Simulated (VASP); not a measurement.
Here is a VASP 6.6.1 calculation.

Contents of INCAR:

```
SYSTEM = ZrZnN
ALGO = Normal
EDIFF = 1E-7
ENCUT = 520
GGA = PE
ISIF = 2
ISMEAR = 0
LASPH = .True.
LCHARG = .False.
LREAL = .False.
LWAVE = .False.
NBANDS = 38
NELM = 80
PREC = Accurate
SIGMA = 0.1
```

Contents of KPOINTS:

```
k-points
0
Gamma
  6 6 2
  0 0 0
```

The input POSCAR:

```
ZrZnN
1.0
    3.2282349607      0.0000000000      0.0000000000
    0.0000000000      3.2282349607      0.0000000000
    0.0000000000      0.0000000000      7.7359456123
Zr Zn N
2 2 2
Direct
    0.0000000000      0.5000000000      0.3483885964
    0.5000000000      0.0000000000      0.6516114036
    0.0000000000      0.5000000000      0.9256475359
    0.5000000000      0.0000000000      0.0743524641
    0.0000000000      0.5000000000      0.6370291081
    0.5000000000      0.0000000000      0.3629708919
```

Potentials or basis: VASP PAW PBE potentials, release 64 (Zr_sv, Zn, N).

The run is started by

```console
$ cat potpaw_PBE.64/Zr_sv/POTCAR potpaw_PBE.64/Zn/POTCAR potpaw_PBE.64/N/POTCAR > POTCAR
$ mpirun -np 1 vasp_std > vasp.out
```

Problem. Estimate the pressure.

Solution. 0.0 GPa.

Problem. What does it give for the largest force?

Solution. 0.018 eV/Å.

Forces on the atoms (eV/Å):
```
Zr   0.000  0.000  0.000
Zr   0.000  0.000  0.000
Zn   0.000  0.000  0.015
Zn   0.000  0.000 -0.015
N    0.000  0.000 -0.018
N    0.000  0.000  0.018
```

Caveat: the k points lie up to 0.41 Å⁻¹ apart.
